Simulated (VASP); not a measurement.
# Sr (P6_3/mmc) in VASP: a series of runs, part 2 of 2

VASP 6.6.1.

## 5. Electric field gradients, LDA (volume scaled by 0.98)

Input file INCAR:

```
ALGO     = Normal         # electronic algorithm
EDIFF    = 1E-8           # SCF threshold, eV
ENCUT    = 520            # plane-wave cutoff, eV
ISIF     = 2              # what is computed and relaxed
ISMEAR   = -1             # smearing method
LASPH    = True           # aspherical terms in the spheres
LCHARG   = False          # write CHGCAR
LEFG     = True         
LREAL    = False          # projectors in reciprocal space
LWAVE    = False          # write WAVECAR
NBANDS   = 17             # bands
NELM     = 80             # most SCF steps
PREC     = Accurate       # precision mode
SIGMA    = 0.08           # smearing width, eV
```

Input file KPOINTS:

```
k-points
0
Gamma
  10 10 5
```

Input file POSCAR:

```
Sr
1.0
    4.2810731731      0.0000000000      0.0000000000
   -2.1405365866      3.7075181234      0.0000000000
    0.0000000000      0.0000000000      7.0026831381
Sr
2
Direct
    0.3333333333      0.6666666667      0.2500000000
    0.6666666667      0.3333333333      0.7500000000
```

Potentials or basis: VASP PAW LDA potentials, release 64 (Sr_sv).

Started as:

```bash
> cat potpaw_LDA.64/Sr_sv/POTCAR > POTCAR
> mpirun -np 1 vasp_std > vasp.out
```

OUTCAR:

```text
EDIFF = 1E-8
   ENCUT = 520
   ISIF = 2
   ISMEAR = -1
   LASPH = True
   LREAL = False
   NELM = 80
   PREC = Accurate

 ion  position               nearest neighbor table
   1  0.333  0.667  0.250-   2 4.29   2 4.29   2 4.29   2 4.29   2 4.29   2 4.29
   2  0.667  0.333  0.750-   1 4.29   1 4.29   1 4.29   1 4.29   1 4.29   1 4.29

  LATTYP: Found a hexagonal cell.
 ALAT       =     4.2810731731
 C/A-ratio  =     1.6357307747

  Lattice vectors:

 A1 = (   4.2810731731,   0.0000000000,   0.0000000000)
 A2 = (  -2.1405365866,   3.7075181234,   0.0000000000)
 A3 = (   0.0000000000,   0.0000000000,   7.0026831381)

[... 693 lines left out ...]
  free  energy   TOTEN  =        -3.7445301133 eV

  energy  without entropy=       -3.6848894780  energy(sigma->0) =       -3.71470980

 Electric field gradients (V/A^2)
---------------------------------------------------------------------
 ion       V_xx      V_yy      V_zz      V_xy      V_xz      V_yz
---------------------------------------------------------------------
   1       1.226     1.226    -2.453     0.000    -0.000     0.000
   2       1.226     1.226    -2.453     0.000     0.000    -0.000
---------------------------------------------------------------------

 Electric field gradients after diagonalization (V/A^2)
 (convention: |V_zz| > |V_xx| > |V_yy|)
----------------------------------------------------------------------
 ion       V_xx      V_yy      V_zz     asymmetry (V_yy - V_xx)/ V_zz
----------------------------------------------------------------------
   1       1.226     1.226    -2.453       0.000
   2       1.226     1.226    -2.453       0.000
----------------------------------------------------------------------

           NMR quadrupolar parameters

 Cq : quadrupolar parameter    Cq=e*Q*V_zz/h
 eta: asymmetry parameters     (V_yy - V_xx)/ V_zz
 Q  : nuclear electric quadrupole moment in mb (millibarn)
----------------------------------------------------------------------
 ion       Cq(MHz)       eta       Q (mb)
----------------------------------------------------------------------
   1      -0.006       0.000       1.000
   2      -0.006       0.000       1.000
----------------------------------------------------------------------
```

stdout:

```text
POSCAR found type information on POSCAR Sr
 POSCAR found :  1 types and       2 ions
 scaLAPACK will be used
 LDA part: xc-table for (Slater(with rela. corr.)+CA(PZ))
 , standard interpolation
 POSCAR, INCAR and KPOINTS ok, starting setup
 FFT: planning ... GRIDC
 FFT: planning ... GRID_SOFT
 FFT: planning ... GRID
 WAVECAR not read
 entering main loop
ion   1

ion   2
```

It took 40 s on 1 thread of AMD EPYC 9R45 (Zen 5), shared host; peak memory 0.19 GiB.

What came out:

| Item | Value |
| --- | --- |
| Free energy | -3.7445 eV |
| Pressure | -1.4 GPa |
| Band gap on the k mesh | zero (band 10 reaches 1.51 eV, above the bottom of band 11 at 1.39 eV) |

Electric field gradients, principal values (V/Å²):
```
atom  least  middle  greatest (by size)
1 Sr  1.226   1.226              -2.453
2 Sr  1.226   1.226              -2.453
```

Caveat: without QUAD_EFG the Cq values of the log hold for a quadrupole moment of 1 mb, not for the nuclei.

## 6. Electric field gradients, LDA (volume scaled by 1.01)

Input file INCAR:

```
SYSTEM = Sr
ALGO = Normal ; EDIFF = 1E-8
ENCUT = 520 ; GGA = CA
ISIF = 2 ; ISMEAR = -1
LASPH = .TRUE. ; LCHARG = .FALSE.
LEFG = .TRUE. ; LREAL = .FALSE.
LWAVE = .FALSE. ; NBANDS = 17
NELM = 100 ; PREC = Accurate
SIGMA = 0.08
```

Input file KPOINTS:

```
k-points
0
G
  10 10 5
  0 0 0
```

Input file POSCAR:

```
Sr
1.0
    4.3243192635      0.0000000000      0.0000000000
   -2.1621596318      3.7449703362      0.0000000000
    0.0000000000      0.0000000000      7.0734220990
Sr
2
Direct
    0.3333333333      0.6666666667      0.2500000000
    0.6666666667      0.3333333333      0.7500000000
```

Potentials or basis: VASP PAW LDA potentials, release 64 (Sr_sv).

Started as:

```bash
> cat potpaw_LDA.64/Sr_sv/POTCAR > POTCAR
> mpirun -np 1 vasp_std > vasp.out
```

OUTCAR:

```text
SYSTEM = Sr
   EDIFF = 1E-8
   ENCUT = 520
   GGA = CA
   ISIF = 2
   ISMEAR = -1
   LASPH = .TRUE.
   LREAL = .FALSE.
   NELM = 100
   PREC = Accurate

 ion  position               nearest neighbor table
   1  0.333  0.667  0.250-   2 4.33   2 4.33   2 4.33   2 4.33   2 4.33   2 4.33
   2  0.667  0.333  0.750-   1 4.33   1 4.33   1 4.33   1 4.33   1 4.33   1 4.33

  LATTYP: Found a hexagonal cell.
 ALAT       =     4.3243192635
 C/A-ratio  =     1.6357307747

  Lattice vectors:

 A1 = (   4.3243192635,   0.0000000000,   0.0000000000)
 A2 = (  -2.1621596318,   3.7449703362,   0.0000000000)
 A3 = (   0.0000000000,   0.0000000000,   7.0734220990)

Analysis of symmetry for initial positions (statically):
=====================================================================
 Subroutine PRICEL returns:
 Original cell was already a primitive cell.

 Routine SETGRP: Setting up the symmetry group for a
 hexagonal supercell.

 Subroutine GETGRP returns: Found 24 space group operations
 (whereof 12 operations were pure point group operations)
 out of a pool of 24 trial point group operations.

The static configuration has the point symmetry D_3d.
 The point group associated with its full space group is D_6h.

Analysis of symmetry for dynamics (positions and initial velocities):
=====================================================================
 Subroutine PRICEL returns:
 Original cell was already a primitive cell.

 Routine SETGRP: Setting up the symmetry group for a
 hexagonal supercell.

 Subroutine GETGRP returns: Found 24 space group operations
 (whereof 12 operations were pure point group operations)
 out of a pool of 24 trial point group operations.

The dynamic configuration has the point symmetry D_3d.
 The point group associated with its full space group is D_6h.

 Subroutine INISYM returns: Found 24 space group operations
 (whereof 12 operations are pure point group operations),
 and found     1 'primitive' translations

----------------------------------------------------------------------------------------

                                     Primitive cell

  volume of cell :     114.5502

  direct lattice vectors                    reciprocal lattice vectors
     4.324319263  0.000000000  0.000000000     0.231250271  0.133512406  0.000000000
    -2.162159632  3.744970336  0.000000000     0.000000000  0.267024812  0.000000000
     0.000000000  0.000000000  7.073422099     0.000000000  0.000000000  0.141374286

  length of vectors
     4.324319263  4.324319263  7.073422099     0.267024812  0.267024812  0.141374286

  position of ions in fractional coordinates (direct lattice)
     0.333333333  0.666666667  0.250000000
     0.666666667  0.333333333  0.750000000

  ion indices of the primitive-cell ions
   primitive index   ion index
                 1           1
                 2           2

----------------------------------------------------------------------------------------

 KPOINTS: k-points

[... 73 lines left out ...]
   ISIF   =      2    stress and relaxation
   ISYM   =      2    0-nonsym 1-usesym 2-fastsym
   POTIM  = 0.5000    time-step for ionic-motion
   TEBEG  =    0.0;   TEEND  =   0.0 temperature during run
   PSTRESS=    0.0 pullay stress
   NELECT =      20.0000    total number of electrons
   NUPDOWN=      -1.0000    fix difference up-down
   EMIN   =  10.00;   EMAX   =-10.00  energy-range for DOS
   EFERMI =   0.00;   METHOD = LEGACY
   ISMEAR =    -1;   SIGMA  =   0.08  broadening in eV -4-tet -1-fermi 0-gaus
   EFERMI_NEDOS =   21; number of points for ismear=-14 and -15
   IALGO  =     38    algorithm
   IMIX   =      4    mixing-type and parameters
     AMIX     =   0.40;   BMIX     =  1.00
     AMIX_MAG =   1.60;   BMIX_MAG =  1.00
  volume/ion in A,a.u.               =      57.28       386.51
  Fermi-wavevector in a.u.,A,eV,Ry     =   0.914997  1.729093 11.391059  0.837219
  Thomas-Fermi vector in A             =   2.039688
   LORBIT       =      0    0 simple, 1 ext, 2 COOP (PROOUT), +10 PAW based schemes
   GGA     = CA    functional components
   LHFCALC =     F    Hartree Fock is set to
   AEXX    =    0.0000 exact exchange contribution
   IVDW    =     0    specifies the selected vdW correction
   LEPSILON=     F    determine dielectric tensor
   LRPA    =     F    only Hartree local field effects (RPA)
 non-spin polarized calculation
  energy-cutoff  :      520.00
  volume of cell :      114.55
 maximum number of plane-waves:      3110
   NGX = 17   NGY = 17   NGZ = 27

 number of electron      20.0000000 magnetization

 Free energy of the ion-electron system (eV)
  ---------------------------------------------------
  ext. energy  EPLUGINS =         0.00000000
  ---------------------------------------------------
  free energy    TOTEN  =        -3.71242554 eV

  energy without entropy =       -3.65243128  energy(sigma->0) =       -3.68242841

 E-fermi :   1.2904     XC(G=0):  -7.4305

 val. band max:        1.2629047070   @ k =   0.3000   0.3000   0.0000
 cond. band min:       1.2922109013   @ k =   0.3000   0.3000   0.0000
 fundamental gap:      0.0293061944
 Fermi energy:         1.2903554045

 k-point     1 :       0.0000    0.0000    0.0000
  band No.  band energies     occupation
      1     -35.2492      2.00000
      2     -35.2375      2.00000
      3     -17.4104      2.00000
      4     -17.2638      2.00000
      5     -17.2638      2.00000
      6     -17.2399      2.00000
[... 457 lines left out ...]
      4     -17.3755      2.00000
      5     -17.3221      2.00000
      6     -17.3030      2.00000
[... 9 lines left out ...]
     16       4.8999      0.00000
     17       5.2013      0.00000

 [... further k-points ...]

------------------------ aborting loop because EDIFF is reached ----------------------------------------

  FORCE on cell =-STRESS in cart. coord.  units (eV):
  Direction    XX          YY          ZZ          XY          YZ          ZX
  --------------------------------------------------------------------------------------
  -------------------------------------------------------------------------------------
  Total       -1.1830413     -1.1830413     -1.1499932      0.0000000     -0.0000000      0.0000000
  in kB      -16.5468288    -16.5468288    -16.0845956      0.0000000     -0.0000000      0.0000000
  external PRESSURE =     -16.3927511 kB  Pullay stress =       0.0000000 kB

 VOLUME and BASIS-vectors are now :
 -----------------------------------------------------------------------------
  energy-cutoff  :      520.00
  volume of cell :      114.55
      direct lattice vectors                 reciprocal lattice vectors
     4.324319263  0.000000000  0.000000000     0.231250271  0.133512406  0.000000000
    -2.162159632  3.744970336  0.000000000     0.000000000  0.267024812  0.000000000
     0.000000000  0.000000000  7.073422099     0.000000000  0.000000000  0.141374286

 POSITION                                       TOTAL-FORCE (eV/Angst)
 -----------------------------------------------------------------------------------
     -0.00000      2.49665      1.76836         0.000000      0.000000      0.000000
      2.16216      1.24832      5.30507        -0.000000     -0.000000      0.000000
 -----------------------------------------------------------------------------------
    total drift:                               -0.000000      0.000000     -0.000000

  FREE ENERGIE OF THE ION-ELECTRON SYSTEM (eV)
  ---------------------------------------------------
  free  energy   TOTEN  =        -3.7124255405 eV

  energy  without entropy=       -3.6524312817  energy(sigma->0) =       -3.68242841

 Electric field gradients (V/A^2)
---------------------------------------------------------------------
 ion       V_xx      V_yy      V_zz      V_xy      V_xz      V_yz
---------------------------------------------------------------------
   1       1.306     1.306    -2.612     0.000     0.000    -0.000
   2       1.306     1.306    -2.612     0.000    -0.000     0.000
---------------------------------------------------------------------

 Electric field gradients after diagonalization (V/A^2)
 (convention: |V_zz| > |V_xx| > |V_yy|)
----------------------------------------------------------------------
 ion       V_xx      V_yy      V_zz     asymmetry (V_yy - V_xx)/ V_zz
----------------------------------------------------------------------
   1       1.306     1.306    -2.612       0.000
   2       1.306     1.306    -2.612       0.000
----------------------------------------------------------------------

           NMR quadrupolar parameters

 Cq : quadrupolar parameter    Cq=e*Q*V_zz/h
 eta: asymmetry parameters     (V_yy - V_xx)/ V_zz
 Q  : nuclear electric quadrupole moment in mb (millibarn)
----------------------------------------------------------------------
 ion       Cq(MHz)       eta       Q (mb)
----------------------------------------------------------------------
   1      -0.006       0.000       1.000
   2      -0.006       0.000       1.000
----------------------------------------------------------------------
```

Run time: 38 s. Hardware: 1 thread of AMD EPYC 9R45 (Zen 5), shared host; peak memory 0.19 GiB.

What came out:

```yaml
Free_energy: -3.7124 eV
Pressure: -1.6 GPa
Band_gap_on_the_k_mesh: zero (band 10 reaches 1.41 eV, above the bottom of band 11 at 1.29 eV)
```

Levels at points of the mesh, in eV from the Fermi level:
```tsv
k point	band 7	band 8	band 9	band 10	band 11	band 12	band 13	band 14
(0.00, 0.00, 0.00)	-18.53	-18.53	-3.60	-1.17	0.07	2.15	2.16	2.16
(0.50, 0.00, 0.00)	-18.57	-18.55	-1.14	-0.53	0.09	0.23	1.25	1.78
```

Electric field gradients, principal values (V/Å²):
```csv
atom,least,middle,greatest (by size)
1 Sr,1.306,1.306,-2.612
2 Sr,1.306,1.306,-2.612
```

Caveat: without QUAD_EFG the Cq values of the log hold for a quadrupole moment of 1 mb, not for the nuclei.

## 7. Overview

| cell | gap on the mesh (eV) | pressure (GPa) |
| --- | --- | --- |
| a = 4.222, b = 4.222, c = 6.906 Å, angles 90.0, 90.0, 120.0°, 2 atoms | none | -1.0 |
| a = 4.281, b = 4.281, c = 7.003 Å, angles 90.0, 90.0, 120.0°, 2 atoms | none | -1.4 |
| a = 4.324, b = 4.324, c = 7.073 Å, angles 90.0, 90.0, 120.0°, 2 atoms | none | -1.6 |

Alike in all rows: task electric field gradients; level LDA; potentials or basis VASP PAW LDA potentials, release 64 (Sr_sv); no spin polarisation; k mesh 10 × 10 × 5; cutoff (eV) 520; smearing fermi-dirac 0.08 eV.

Total energies depend on the potentials used, so only differences within one code and one set of settings carry meaning.
